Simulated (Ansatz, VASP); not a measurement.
# One calculation of C, two programs

```
CELL_PARAMETERS angstrom
2.46495 -0.24649 0.00000
-1.44595 2.25796 0.00000
0.00000 0.00000 7.21290
ATOMIC_POSITIONS crystal
C 0.00000 0.00000 0.00250
C 0.00000 0.00000 0.50250
C 0.33333 0.66667 0.00250
C 0.66667 0.33333 0.50250
```

Change from the starting cell: engineering shear strain xy -0.2000, normal strain along z +0.0700.

Alike in both runs: task single point; functional PBE; dispersion D3(BJ); k mesh 18 × 18 × 6; occupations gaussian, width 0.15 eV; no spin polarisation.

|  | VASP | Ansatz |
| --- | --- | --- |
| version | VASP 6.6.1 | Ansatz 0.2.0 |
| potentials or method | VASP PAW PBE potentials, release 64 (C), cutoff 520 eV | scalar-relativistic, plane waves, PAW |
| valence electrons in the cell | 16 | 16 |

Ansatz gave:

```
gap on the k mesh at the Fermi level (eV)                     : 0.47
least direct gap on the mesh (eV)                             : 0.47
pressure (GPa)                                                : 14.7
traceless stress, the component that is largest in VASP (GPa) : 87.42
rms of the force components (eV/Å)                            : 1.651
```

Question: Estimate VASP's values.

Answer: gap on the k mesh at the Fermi level (eV): 0.47; least direct gap on the mesh (eV): 0.47; pressure (GPa): 15.1; traceless stress, the component that is largest in VASP (GPa): 87.67; rms of the force components (eV/Å): 1.672.

Atom by atom the forces differ by 0.025 eV/Å (rms over components).
